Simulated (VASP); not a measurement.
Write the native input for VASP 6.6.1 that does the following.

```yaml
Task: single point
Functional: PBE
Dispersion: D3(BJ)
Potentials_or_basis: VASP PAW PBE potentials, release 64 (In_d, Se)
Cutoff: 520 eV
k_mesh: 8 × 8 × 8
Occupations: gaussian, width 0.15 eV
Spin: no spin polarisation
Dipole_correction: no
Further_INCAR_settings: ALGO = Normal; EDIFF = 1e-06; NBANDS = 30
```

The structure of In3Se lies in POSCAR:

```
In3Se
1.0
    4.3482495103     -0.1762803856      0.0000000000
   -0.1762803856      4.3482495103      0.0000000000
    0.0000000000      0.0000000000      4.7008102814
In Se
3 1
Direct
    0.0000000000      0.5000000000      0.5000000000
    0.5000000000      0.0000000000      0.5000000000
    0.5000000000      0.5000000000      0.0000000000
    0.0000000000      0.0000000000      0.0000000000
```

One way to write it, as run:

INCAR

```
PREC     = Accurate       # precision mode
ENCUT    = 520            # plane-wave cutoff, eV
EDIFF    = 1E-6           # SCF threshold, eV
ISMEAR   = 0              # smearing method
SIGMA    = 0.15           # smearing width, eV
LREAL    = F              # projectors in reciprocal space
LASPH    = T              # aspherical terms in the spheres
NELM     = 100            # most SCF steps
ALGO     = Normal         # electronic algorithm
ISIF     = 2              # what is computed and relaxed
LWAVE    = F              # write WAVECAR
LCHARG   = F              # write CHGCAR
GGA      = PE             # functional
IVDW     = 12             # dispersion correction
NBANDS   = 30             # bands
```

KPOINTS

```
regular mesh
0
Gamma
  8 8 8
```

Potentials or basis: VASP PAW PBE potentials, release 64 (In_d, Se).

Run with:

```bash
$ cat potpaw_PBE.64/In_d/POTCAR potpaw_PBE.64/Se/POTCAR > POTCAR
$ mpirun -np 1 vasp_std > vasp.out
```

Results of the run:

```
Pressure                   : 9.6 GPa
Band gap on the k mesh     : zero (an odd number of electrons rules out a gap without spin polarisation)
Dispersion energy per atom : -0.399 eV
```

Caveat: the cell stands under pressure; spin-orbit coupling is left out, which moves the levels of the heavy elements.

It took 3.1 min on 1 thread of AMD EPYC 7R43 64-Core Processor (Zen 3), on a shared host, peak memory 0.32 GiB.
